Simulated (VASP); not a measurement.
# In (I4/mmm) in VASP: further runs

Runs on In. Level: PBE. Tasks: single point.

All numbers are computed with VASP 6.6.1; they aren't measurements. Logs are shortened: lines on timing, memory, paths and dates and some standing lists are left out, and cuts for length are marked.

## (1) The cell of the first run

It takes space group I4/mmm (No. 139, tetragonal). Conventional cell: a = 3.457 Å, b = 3.457 Å, c = 4.325 Å, α = 90.00°, β = 90.00°, γ = 90.00°. Within 4.4 Å of In (site symmetry 4/mmm) lie 14 In at 3.26 to 4.32 Å.

## (2) Single point, PBE (25.84 Å³/atom)

File INCAR:

```
PREC     = Accurate       # precision mode
ENCUT    = 520            # plane-wave cutoff, eV
EDIFF    = 1E-6           # SCF threshold, eV
ISMEAR   = 0              # smearing method
SIGMA    = 0.15           # smearing width, eV
LREAL    = F              # projectors in reciprocal space
LASPH    = T              # aspherical terms in the spheres
NELM     = 100            # most SCF steps
ALGO     = Fast           # electronic algorithm
ISIF     = 2              # what is computed and relaxed
LWAVE    = F              # write WAVECAR
LCHARG   = T              # write CHGCAR
GGA      = PE             # functional
LELF     = T              # ELF
LVHAR    = T            
NBANDS   = 12             # bands
```

File KPOINTS:

```
Automatic mesh
0
Gamma
  20 20 20
```

File POSCAR:

```
In
1.0
   -1.7285915387      1.7285915387      2.1622951558
    1.7285915387     -1.7285915387      2.1622951558
    1.7285915387      1.7285915387     -2.1622951558
In
1
Direct
    0.0000000000      0.0000000000      0.0000000000
```

Potentials or basis: VASP PAW PBE potentials, release 64 (In_d).

On the command line:

```sh
> cat potpaw_PBE.64/In_d/POTCAR > POTCAR
> mpirun -np 1 vasp_std > vasp.out
```

OUTCAR:

```text
PREC = Accurate
   ENCUT = 520
   EDIFF = 1E-6
   ISMEAR = 0
   LREAL = F
   LASPH = T
   NELM = 100
   ISIF = 2
   GGA = PE

 ion  position               nearest neighbor table
   1  0.000  0.000  0.000-

  LATTYP: Found a body centered tetragonal cell.
 ALAT       =     3.4571830774
 C/A-ratio  =     1.2509000000

  Lattice vectors:

 A1 = (  -1.7285915387,   1.7285915387,   2.1622951558)
 A2 = (   1.7285915387,  -1.7285915387,   2.1622951558)
 A3 = (   1.7285915387,   1.7285915387,  -2.1622951558)

Analysis of symmetry for initial positions (statically):
=====================================================================
 Subroutine PRICEL returns:
 Original cell was already a primitive cell.

 Routine SETGRP: Setting up the symmetry group for a
 body centered tetragonal supercell.

 Subroutine GETGRP returns: Found 16 space group operations
 (whereof 16 operations were pure point group operations)
 out of a pool of 16 trial point group operations.

The static configuration has the point symmetry D_4h.

Analysis of symmetry for dynamics (positions and initial velocities):
=====================================================================
 Subroutine PRICEL returns:
 Original cell was already a primitive cell.

 Routine SETGRP: Setting up the symmetry group for a
 body centered tetragonal supercell.

 Subroutine GETGRP returns: Found 16 space group operations
 (whereof 16 operations were pure point group operations)
 out of a pool of 16 trial point group operations.

The dynamic configuration has the point symmetry D_4h.

 Subroutine INISYM returns: Found 16 space group operations
 (whereof 16 operations are pure point group operations),
 and found     1 'primitive' translations

----------------------------------------------------------------------------------------

                                     Primitive cell

  volume of cell :      25.8440

  direct lattice vectors                    reciprocal lattice vectors
    -1.728591539  1.728591539  2.162295156     0.000000000  0.289252833  0.231235777
     1.728591539 -1.728591539  2.162295156     0.289252833  0.000000000  0.231235777
     1.728591539  1.728591539 -2.162295156     0.289252833  0.289252833  0.000000000

  length of vectors
     3.263675498  3.263675498  3.263675498     0.370320383  0.370320383  0.409065280

  position of ions in fractional coordinates (direct lattice)
     0.000000000  0.000000000  0.000000000

  ion indices of the primitive-cell ions
   primitive index   ion index
                 1           1

----------------------------------------------------------------------------------------

 KPOINTS: Automatic mesh

Automatic generation of k-mesh.
 Grid dimensions read from file:
 generate k-points for:   20   20   20

 Generating k-lattice:

  Cartesian coordinates                     Fractional coordinates (reciprocal lattice)
     0.000000000  0.014462642  0.011561789     0.050000000  0.000000000 -0.000000000
     0.014462642  0.000000000  0.011561789     0.000000000  0.050000000 -0.000000000
     0.014462642  0.014462642  0.000000000     0.000000000  0.000000000  0.050000000

  Length of vectors
     0.018516019  0.018516019  0.020453264

  Shift w.r.t. Gamma in fractional coordinates (k-lattice)
     0.000000000  0.000000000  0.000000000

 Subroutine IBZKPT returns following result:
 ===========================================

 Found    641 irreducible k-points:

 Following reciprocal coordinates:
            Coordinates               Weight
  0.000000  0.000000  0.000000      1.000000
  0.050000  0.000000  0.000000      8.000000
  0.100000  0.000000 -0.000000      8.000000
  0.150000  0.000000 -0.000000      8.000000
  0.200000  0.000000 -0.000000      8.000000
  0.250000  0.000000 -0.000000      8.000000
[... 16 lines left out ...]
 -0.400000  0.050000  0.000000     16.000000
 -0.350000  0.050000  0.000000     16.000000
 [... further k-points ...]
   k-points           NKPTS =    641   k-points in BZ     NKDIM =    641   number of bands    NBANDS=     12
   number of dos      NEDOS =    301   number of ions     NIONS =      1
   total plane-waves  NPLWV =  13824
   dimension x,y,z NGX =    24 NGY =   24 NGZ =   24
   dimension x,y,z NGXF=    48 NGYF=   48 NGZF=   48
   ions per type =               1
   NGX,Y,Z   is equivalent  to a cutoff of  12.23, 12.23, 12.23 a.u.
   NGXF,Y,Z  is equivalent  to a cutoff of  24.45, 24.45, 24.45 a.u.
 SYSTEM =  unknown system
   PREC   = accura    normal or accurate (medium, high low for compatibility)
   ISTART =      0    job   : 0-new  1-cont  2-samecut
   ICHARG =      2    charge: 1-file 2-atom 10-const
   ISPIN  =      1    spin polarized calculation?
   LNONCOLLINEAR =      F non collinear calculations
   LSORBIT =      F    spin-orbit coupling
   LASPH  =      T    aspherical Exc in radial PAW
   ENCUT  =  520.0 eV  38.22 Ry    6.18 a.u.   6.07  6.07  6.07*2*pi/ulx,y,z
   NELM   =    100;   NELMIN=  2; NELMDL= -5     # of ELM steps
   EDIFF  = 0.1E-05   stopping-criterion for ELM
   LREAL  =      F    real-space projection
   EDIFFG = 0.1E-04   stopping-criterion for IOM
   NSW    =      0    number of steps for IOM
   IBRION =     -1    ionic relax: 0-MD 1-quasi-New 2-CG
   NFREE  =      0    steps in history (QN), initial steepest desc. (CG)
   ISIF   =      2    stress and relaxation
   ISYM   =      2    0-nonsym 1-usesym 2-fastsym
   POTIM  = 0.5000    time-step for ionic-motion
   TEBEG  =    0.0;   TEEND  =   0.0 temperature during run
   PSTRESS=    0.0 pullay stress
   NELECT =      13.0000    total number of electrons
   NUPDOWN=      -1.0000    fix difference up-down
   EMIN   =  10.00;   EMAX   =-10.00  energy-range for DOS
   EFERMI =   0.00;   METHOD = LEGACY
   ISMEAR =     0;   SIGMA  =   0.15  broadening in eV -4-tet -1-fermi 0-gaus
   EFERMI_NEDOS =   21; number of points for ismear=-14 and -15
   IALGO  =     68    algorithm
   IMIX   =      4    mixing-type and parameters
     AMIX     =   0.40;   BMIX     =  1.00
     AMIX_MAG =   1.60;   BMIX_MAG =  1.00
  volume/ion in A,a.u.               =      25.84       174.40
  Fermi-wavevector in a.u.,A,eV,Ry     =   1.301975  2.460376 23.063771  1.695139
  Thomas-Fermi vector in A             =   2.433074
   LORBIT       =      0    0 simple, 1 ext, 2 COOP (PROOUT), +10 PAW based schemes
   GGA     = PE    functional components
   LHFCALC =     F    Hartree Fock is set to
   AEXX    =    0.0000 exact exchange contribution
   IVDW    =     0    specifies the selected vdW correction
   LEPSILON=     F    determine dielectric tensor
   LRPA    =     F    only Hartree local field effects (RPA)
 non-spin polarized calculation
 RMM-DIIS sequential band-by-band and
 Gauss-broadening in eV      SIGMA  =   0.15
  energy-cutoff  :      520.00
  volume of cell :       25.84
 maximum number of plane-waves:       724
   NGX = 13   NGY = 13   NGZ = 13

 number of electron      13.0000009 magnetization

 Free energy of the ion-electron system (eV)
  ---------------------------------------------------
  ext. energy  EPLUGINS =         0.00000000
  ---------------------------------------------------
  free energy    TOTEN  =        -2.54601427 eV

  energy without entropy =       -2.54101923  energy(sigma->0) =       -2.54351675

 E-fermi :   7.6537     XC(G=0): -10.3121

 val. band max:        7.6464687079   @ k =  -0.4000   0.1000   0.0000
 cond. band min:       7.6593172222   @ k =  -0.4500  -0.4500   0.2000
 fundamental gap:      0.0128485143
 Fermi energy:         7.6537219417

 k-point     1 :       0.0000    0.0000    0.0000
  band No.  band energies     occupation
      1      -7.0349      2.00000
      2      -7.0349      2.00000
      3      -6.8956      2.00000
      4      -6.8846      2.00000
      5      -6.7460      2.00000
      6      -1.9660      2.00000
      7      18.2433      0.00000
      8      18.5439      0.00000
      9      18.5439      0.00000
     10      19.3845      0.00000
     11      21.8459      0.00000
     12      21.8476      0.00000

 k-point     2 :       0.0500    0.0000    0.0000
  band No.  band energies     occupation
      1      -7.0324      2.00000
      2      -7.0300      2.00000
      3      -6.8945      2.00000
      4      -6.8840      2.00000
      5      -6.7480      2.00000
      6      -1.9105      2.00000
      7      17.6295      0.00000
      8      18.3036      0.00000
      9      18.3725      0.00000
     10      19.2557      0.00000
     11      22.0715      0.00000
     12      22.0755      0.00000

 k-point     3 :       0.1000    0.0000   -0.0000
  band No.  band energies     occupation
      1      -7.0263      2.00000
      2      -7.0182      2.00000
      3      -6.8885      2.00000
      4      -6.8823      2.00000
      5      -6.7531      2.00000
      6      -1.7431      2.00000
      7      16.0473      0.00000
      8      17.9571      0.00000
      9      18.0783      0.00000
     10      19.2176      0.00000
     11      22.1827      0.00000
     12      22.3722      0.00000
[... 286 lines left out ...]
 k-point    23 :      -0.4000    0.0500    0.0000
  band No.  band energies     occupation
      1      -7.0502      2.00000
      2      -7.0327      2.00000
      3      -6.8925      2.00000
      4      -6.7128      2.00000
      5      -6.6702      2.00000
      6       1.3877      2.00000
      7       6.9657      2.00000
      8      15.1445      0.00000
      9      16.1750      0.00000
     10      18.9665      0.00000
     11      20.0472      0.00000
     12      20.0829      0.00000

 k-point    24 :      -0.3500    0.0500    0.0000
  band No.  band energies     occupation
      1      -7.0424      2.00000
      2      -7.0202      2.00000
      3      -6.8844      2.00000
      4      -6.7369      2.00000
      5      -6.7061      2.00000
      6       0.5713      2.00000
      7       8.4092      0.00000
      8      15.4834      0.00000
      9      16.4388      0.00000
     10      18.8694      0.00000
     11      20.0478      0.00000
     12      20.4110      0.00000

 [... further k-points ...]

------------------------ aborting loop because EDIFF is reached ----------------------------------------

  FORCE on cell =-STRESS in cart. coord.  units (eV):
  Direction    XX          YY          ZZ          XY          YZ          ZX
  --------------------------------------------------------------------------------------
  -------------------------------------------------------------------------------------
  Total        0.3684839      0.3684839      0.4911886      0.0000000      0.0000000      0.0000000
  in kB       22.8438540     22.8438540     30.4508281      0.0000000      0.0000000      0.0000000
  external PRESSURE =      25.3795120 kB  Pullay stress =       0.0000000 kB

 VOLUME and BASIS-vectors are now :
 -----------------------------------------------------------------------------
  energy-cutoff  :      520.00
  volume of cell :       25.84
      direct lattice vectors                 reciprocal lattice vectors
    -1.728591539  1.728591539  2.162295156     0.000000000  0.289252833  0.231235777
     1.728591539 -1.728591539  2.162295156     0.289252833  0.000000000  0.231235777
     1.728591539  1.728591539 -2.162295156     0.289252833  0.289252833  0.000000000

 POSITION                                       TOTAL-FORCE (eV/Angst)
 -----------------------------------------------------------------------------------
      0.00000      0.00000      0.00000         0.000000      0.000000     -0.000000
 -----------------------------------------------------------------------------------
    total drift:                                0.000000      0.000000      0.000000

  FREE ENERGIE OF THE ION-ELECTRON SYSTEM (eV)
  ---------------------------------------------------
  free  energy   TOTEN  =        -2.5460142663 eV

  energy  without entropy=       -2.5410192314  energy(sigma->0) =       -2.54351675
```

Wall time 52 s (1 thread of Intel Xeon 6975P-C (Granite Rapids), shared host); peak memory 0.29 GiB.

Results:

```yaml
Free_energy: -2.5460 eV
Pressure: 2.5 GPa
Band_gap_on_the_k_mesh: zero (an odd number of electrons rules out a gap without spin polarisation)
```

Caveat: spin-orbit coupling is left out, which moves the levels of the heavy elements.

## (3) Single point, PBE (25.84 Å³/atom)

File INCAR:

```
SYSTEM = In
ALGO = Fast ; EDIFF = 1E-6
ENCUT = 520 ; GGA = PE
ISIF = 2 ; ISMEAR = 0
LASPH = .TRUE. ; LCHARG = .FALSE.
LREAL = .FALSE. ; LWAVE = .FALSE.
NBANDS = 12 ; NELM = 60
PREC = Accurate ; SIGMA = 0.15
```

File KPOINTS:

```
k-points
0
G
  20 20 20
  0 0 0
```

File POSCAR:

```
In
1.0
   -1.6942149030      1.6942149030      2.2509339201
    1.6942149030     -1.6942149030      2.2509339201
    1.6942149030      1.6942149030     -2.2509339201
In
1
Direct
    0.0000000000      0.0000000000      0.0000000000
```

Potentials or basis: VASP PAW PBE potentials, release 64 (In_d).

On the command line:

```sh
> cat potpaw_PBE.64/In_d/POTCAR > POTCAR
> mpirun -np 1 vasp_std > vasp.out
```

Run time: 51 s. Hardware: 1 thread of Intel Xeon 6975P-C (Granite Rapids), shared host; peak memory 0.29 GiB.

Results (log left out):

| Item | Value |
| --- | --- |
| Free energy | -2.5488 eV |
| Pressure | 2.4 GPa |
| Band gap on the k mesh | zero (an odd number of electrons rules out a gap without spin polarisation) |

Levels at points of the mesh, in eV from the Fermi level:
```tsv
k point	band 4	band 5	band 6	band 7	band 8	band 9
(0.00, 0.00, 0.00)	-14.53	-14.45	-9.65	10.58	10.75	10.75
(0.50, 0.00, 0.00)	-14.35	-14.31	-4.33	-3.45	7.91	8.82
(0.50, 0.50, 0.00)	-14.32	-14.26	-2.48	-2.44	4.20	4.53
(0.50, 0.50, 0.50)	-14.28	-14.28	-1.81	-1.34	3.48	3.48
```

Caveat: spin-orbit coupling is left out, which moves the levels of the heavy elements.
